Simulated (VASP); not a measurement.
# Hf (Fd-3m) in VASP: a series of runs, part 3 of 3

VASP 6.6.1.

**6. Single point, PBE (volume scaled by 0.75)**

File INCAR:

```
SYSTEM = Hf
PREC = Accurate
ENCUT = 520
EDIFF = 1E-6
ISMEAR = -1
SIGMA = 0.1
LREAL = .False.
LASPH = .True.
NELM = 100
ALGO = Normal
ISIF = 2
LWAVE = .False.
LCHARG = .True.
GGA = PE
LELF = .True.
LVHAR = .True.
NBANDS = 17
```

File KPOINTS:

```
Automatic mesh
0
Gamma
  12 12 12
  0 0 0
```

File POSCAR:

```
Hf
1.0
    0.0000000000      2.9737103565      2.9737103565
    2.9737103565      0.0000000000      2.9737103565
    2.9737103565      2.9737103565      0.0000000000
Hf
2
Direct
   -0.1250000000     -0.1250000000     -0.1250000000
    0.1250000000      0.1250000000      0.1250000000
```

Potentials or basis: VASP PAW PBE potentials, release 64 (Hf_pv).

On the command line:

```console
> cat potpaw_PBE.64/Hf_pv/POTCAR > POTCAR
> mpirun -np 1 vasp_std > vasp.out
```

OUTCAR:

```text
SYSTEM = Hf
   PREC = Accurate
   ENCUT = 520
   EDIFF = 1E-6
   ISMEAR = -1
   LREAL = .False.
   LASPH = .True.
   NELM = 100
   ISIF = 2
   GGA = PE

 ion  position               nearest neighbor table
   1  0.875  0.875  0.875-   2 2.58   2 2.58   2 2.58   2 2.58
   2  0.125  0.125  0.125-   1 2.58   1 2.58   1 2.58   1 2.58

  LATTYP: Found a face centered cubic cell.
 ALAT       =     5.9474207130

  Lattice vectors:

 A1 = (   0.0000000000,   2.9737103565,   2.9737103565)
 A2 = (   2.9737103565,   0.0000000000,   2.9737103565)
 A3 = (   2.9737103565,   2.9737103565,   0.0000000000)

Analysis of symmetry for initial positions (statically):
=====================================================================
 Subroutine PRICEL returns:
 Original cell was already a primitive cell.

 Routine SETGRP: Setting up the symmetry group for a
 face centered cubic supercell.

 Subroutine GETGRP returns: Found 48 space group operations
 (whereof 12 operations were pure point group operations)
 out of a pool of 48 trial point group operations.

The static configuration has the point symmetry D_3d.
 The point group associated with its full space group is O_h .

Analysis of symmetry for dynamics (positions and initial velocities):
=====================================================================
 Subroutine PRICEL returns:
 Original cell was already a primitive cell.

 Routine SETGRP: Setting up the symmetry group for a
 face centered cubic supercell.

 Subroutine GETGRP returns: Found 48 space group operations
 (whereof 12 operations were pure point group operations)
 out of a pool of 48 trial point group operations.

The dynamic configuration has the point symmetry D_3d.
 The point group associated with its full space group is O_h .

 Subroutine INISYM returns: Found 48 space group operations
 (whereof 12 operations are pure point group operations),
 and found     1 'primitive' translations

----------------------------------------------------------------------------------------

                                     Primitive cell

  volume of cell :      52.5928

  direct lattice vectors                    reciprocal lattice vectors
     0.000000000  2.973710356  2.973710356    -0.168140115  0.168140115  0.168140115
     2.973710356  0.000000000  2.973710356     0.168140115 -0.168140115  0.168140115
     2.973710356  2.973710356  0.000000000     0.168140115  0.168140115 -0.168140115

  length of vectors
     4.205461517  4.205461517  4.205461517     0.291227221  0.291227221  0.291227221

  position of ions in fractional coordinates (direct lattice)
     0.875000000  0.875000000  0.875000000
     0.125000000  0.125000000  0.125000000

  ion indices of the primitive-cell ions
   primitive index   ion index
                 1           1
                 2           2

----------------------------------------------------------------------------------------

 KPOINTS: Automatic mesh

Automatic generation of k-mesh.
 Grid dimensions read from file:
 generate k-points for:   12   12   12

 Generating k-lattice:

  Cartesian coordinates                     Fractional coordinates (reciprocal lattice)
    -0.014011676  0.014011676  0.014011676     0.083333333  0.000000000  0.000000000
     0.014011676 -0.014011676  0.014011676     0.000000000  0.083333333  0.000000000
     0.014011676  0.014011676 -0.014011676     0.000000000  0.000000000  0.083333333

  Length of vectors
     0.024268935  0.024268935  0.024268935

  Shift w.r.t. Gamma in fractional coordinates (k-lattice)
     0.000000000  0.000000000  0.000000000

 Subroutine IBZKPT returns following result:
 ===========================================

 Found     72 irreducible k-points:

 Following reciprocal coordinates:
            Coordinates               Weight
  0.000000  0.000000  0.000000      1.000000
  0.083333  0.000000  0.000000      8.000000
  0.166667  0.000000  0.000000      8.000000
  0.250000  0.000000  0.000000      8.000000
  0.333333  0.000000  0.000000      8.000000
  0.416667  0.000000  0.000000      8.000000
[... 16 lines left out ...]
  0.500000  0.166667  0.000000     24.000000
 -0.416667  0.166667  0.000000     24.000000
 [... further k-points ...]
   k-points           NKPTS =     72   k-points in BZ     NKDIM =     72   number of bands    NBANDS=     17
   number of dos      NEDOS =    301   number of ions     NIONS =      2
   total plane-waves  NPLWV =  32768
   dimension x,y,z NGX =    32 NGY =   32 NGZ =   32
   dimension x,y,z NGXF=    64 NGYF=   64 NGZF=   64
   ions per type =               2
   NGX,Y,Z   is equivalent  to a cutoff of  12.65, 12.65, 12.65 a.u.
   NGXF,Y,Z  is equivalent  to a cutoff of  25.30, 25.30, 25.30 a.u.
 SYSTEM =  Hf
   PREC   = accura    normal or accurate (medium, high low for compatibility)
   ISTART =      0    job   : 0-new  1-cont  2-samecut
   ICHARG =      2    charge: 1-file 2-atom 10-const
   ISPIN  =      1    spin polarized calculation?
   LNONCOLLINEAR =      F non collinear calculations
   LSORBIT =      F    spin-orbit coupling
   LASPH  =      T    aspherical Exc in radial PAW
   ENCUT  =  520.0 eV  38.22 Ry    6.18 a.u.   7.82  7.82  7.82*2*pi/ulx,y,z
   NELM   =    100;   NELMIN=  2; NELMDL= -5     # of ELM steps
   EDIFF  = 0.1E-05   stopping-criterion for ELM
   LREAL  =      F    real-space projection
   EDIFFG = 0.1E-04   stopping-criterion for IOM
   NSW    =      0    number of steps for IOM
   IBRION =     -1    ionic relax: 0-MD 1-quasi-New 2-CG
   NFREE  =      0    steps in history (QN), initial steepest desc. (CG)
   ISIF   =      2    stress and relaxation
   ISYM   =      2    0-nonsym 1-usesym 2-fastsym
   POTIM  = 0.5000    time-step for ionic-motion
   TEBEG  =    0.0;   TEEND  =   0.0 temperature during run
   PSTRESS=    0.0 pullay stress
   NELECT =      20.0000    total number of electrons
   NUPDOWN=      -1.0000    fix difference up-down
   EMIN   =  10.00;   EMAX   =-10.00  energy-range for DOS
   EFERMI =   0.00;   METHOD = LEGACY
   ISMEAR =    -1;   SIGMA  =   0.10  broadening in eV -4-tet -1-fermi 0-gaus
   EFERMI_NEDOS =   21; number of points for ismear=-14 and -15
   IALGO  =     38    algorithm
   IMIX   =      4    mixing-type and parameters
     AMIX     =   0.40;   BMIX     =  1.00
     AMIX_MAG =   1.60;   BMIX_MAG =  1.00
  volume/ion in A,a.u.               =      26.30       177.46
  Fermi-wavevector in a.u.,A,eV,Ry     =   1.186068  2.241343 19.140087  1.406757
  Thomas-Fermi vector in A             =   2.322248
   LORBIT       =      0    0 simple, 1 ext, 2 COOP (PROOUT), +10 PAW based schemes
   GGA     = PE    functional components
   LHFCALC =     F    Hartree Fock is set to
   AEXX    =    0.0000 exact exchange contribution
   IVDW    =     0    specifies the selected vdW correction
   LEPSILON=     F    determine dielectric tensor
   LRPA    =     F    only Hartree local field effects (RPA)
 non-spin polarized calculation
  energy-cutoff  :      520.00
  volume of cell :       52.59
 maximum number of plane-waves:      1430
   NGX = 15   NGY = 15   NGZ = 15

 number of electron      19.9999997 magnetization

 Free energy of the ion-electron system (eV)
  ---------------------------------------------------
  ext. energy  EPLUGINS =         0.00000000
  ---------------------------------------------------
  free energy    TOTEN  =       -14.03813879 eV

  energy without entropy =      -13.91969014  energy(sigma->0) =      -13.97891447

 E-fermi :   3.1960     XC(G=0): -10.2484

 val. band max:        3.1655200571   @ k =   0.2500   0.0000   0.0000
 cond. band min:       3.2035402040   @ k =   0.5000   0.0000   0.0000
 fundamental gap:      0.0380201469
 Fermi energy:         3.1959724991

 k-point     1 :       0.0000    0.0000    0.0000
  band No.  band energies     occupation
      1     -27.9259      2.00000
      2     -27.9259      2.00000
      3     -27.9259      2.00000
      4     -26.7035      2.00000
      5     -26.7035      2.00000
      6     -26.7035      2.00000
[... 9 lines left out ...]
     16      10.5584      0.00000
     17      10.5584      0.00000

 k-point     2 :       0.0833    0.0000    0.0000
  band No.  band energies     occupation
      1     -27.9366      2.00000
      2     -27.9366      2.00000
      3     -27.9261      2.00000
      4     -26.7048      2.00000
      5     -26.6916      2.00000
      6     -26.6916      2.00000
[... 9 lines left out ...]
     16      10.5177      0.00000
     17      10.5177      0.00000
[... 421 lines left out ...]
 k-point    24 :      -0.4167    0.1667    0.0000
  band No.  band energies     occupation
      1     -28.1825      2.00000
      2     -28.0959      2.00000
      3     -27.7608      2.00000
      4     -26.8865      2.00000
      5     -26.5124      2.00000
      6     -26.4333      2.00000
[... 9 lines left out ...]
     16       8.3389      0.00000
     17       9.0863      0.00000

 [... further k-points ...]
[... 5 lines left out ...]
  --------------------------------------------------------------------------------------
  -------------------------------------------------------------------------------------
  Total        3.8267364      3.8267364      3.8267364     -0.0000000     -0.0000000      0.0000000
  in kB      116.5770698    116.5770698    116.5770698     -0.0000000     -0.0000000      0.0000000
  external PRESSURE =     116.5770698 kB  Pullay stress =       0.0000000 kB

 VOLUME and BASIS-vectors are now :
 -----------------------------------------------------------------------------
  energy-cutoff  :      520.00
  volume of cell :       52.59
      direct lattice vectors                 reciprocal lattice vectors
     0.000000000  2.973710356  2.973710356    -0.168140115  0.168140115  0.168140115
     2.973710356  0.000000000  2.973710356     0.168140115 -0.168140115  0.168140115
     2.973710356  2.973710356  0.000000000     0.168140115  0.168140115 -0.168140115

 POSITION                                       TOTAL-FORCE (eV/Angst)
 -----------------------------------------------------------------------------------
      5.20399      5.20399      5.20399        -0.000000     -0.000000     -0.000000
      0.74343      0.74343      0.74343         0.000000      0.000000      0.000000
 -----------------------------------------------------------------------------------
    total drift:                                0.000000      0.000000     -0.000000

  FREE ENERGIE OF THE ION-ELECTRON SYSTEM (eV)
  ---------------------------------------------------
  free  energy   TOTEN  =       -14.0381387944 eV

  energy  without entropy=      -13.9196901412  energy(sigma->0) =      -13.97891447
```

OSZICAR:

```text
N       E                     dE             d eps       ncg     rms          rms(c)
DAV:   1     0.589875441684E+02    0.58988E+02   -0.11208E+04  2448   0.109E+03
DAV:   2    -0.123560805617E+02   -0.71344E+02   -0.69680E+02  3256   0.251E+02
DAV:   3    -0.142917064063E+02   -0.19356E+01   -0.19129E+01  3090   0.279E+01
DAV:   4    -0.143140847343E+02   -0.22378E-01   -0.22356E-01  3151   0.358E+00
DAV:   5    -0.143144517890E+02   -0.36705E-03   -0.36699E-03  3247   0.395E-01    0.323E+01
DAV:   6    -0.140891608335E+02    0.22529E+00   -0.32311E-01  2710   0.288E+00    0.185E+01
DAV:   7    -0.140439744288E+02    0.45186E-01   -0.24203E-01  2913   0.261E+00    0.123E+00
DAV:   8    -0.140380936299E+02    0.58808E-02   -0.32835E-02  2723   0.899E-01    0.105E-01
DAV:   9    -0.140381230074E+02   -0.29377E-04   -0.61427E-04  3325   0.161E-01    0.775E-02
DAV:  10    -0.140381383308E+02   -0.15323E-04   -0.22436E-05  3043   0.300E-02    0.267E-02
DAV:  11    -0.140381387944E+02   -0.46356E-06   -0.82981E-06  2909   0.131E-02
   1 F= -.14038139E+02 E0= -.13978914E+02  d E =-.118449E+00
```

Wall time 73 s (1 thread of AMD EPYC 7R13, shared host); peak memory 0.18 GiB.

Results:

```
Free energy            : -14.0381 eV
Pressure               : 11.7 GPa
Band gap on the k mesh : zero (band 10 reaches 3.46 eV, above the bottom of band 11 at 3.00 eV)
```

Levels at points of the mesh, in eV from the Fermi level:
| k point | band 7 | band 8 | band 9 | band 10 | band 11 | band 12 | band 13 | band 14 |
| --- | --- | --- | --- | --- | --- | --- | --- | --- |
| (0.00, 0.00, 0.00) | -5.83 | -0.98 | -0.98 | 0.15 | 0.15 | 0.15 | 2.55 | 2.55 |
| (0.50, 0.00, 0.00) | -3.01 | -1.50 | -0.90 | -0.90 | 0.01 | 0.01 | 0.48 | 4.03 |
| (0.50, 0.50, 0.00) | -2.26 | -2.26 | -0.50 | -0.50 | 0.13 | 0.13 | 2.25 | 2.25 |

Caveat: spin-orbit coupling is left out, which moves the levels of the heavy elements.

**7. Summary**

```csv
cell,gap on the mesh (eV),pressure (GPa)
"a = 3.792 Å, angles 60.0°, 2 atoms",none,54.1
"a = 4.010 Å, angles 60.0°, 2 atoms",none,24.7
"a = 4.205 Å, angles 60.0°, 2 atoms",none,11.7
```

Alike in all rows: task single point; level PBE; potentials or basis VASP PAW PBE potentials, release 64 (Hf_pv); no spin polarisation; k mesh 12 × 12 × 12; cutoff (eV) 520; smearing fermi-dirac 0.1 eV.

Caveats: spin-orbit coupling is left out, which moves the levels of the heavy elements.

Total energies depend on the potentials used, so only differences within one code and one set of settings carry meaning.
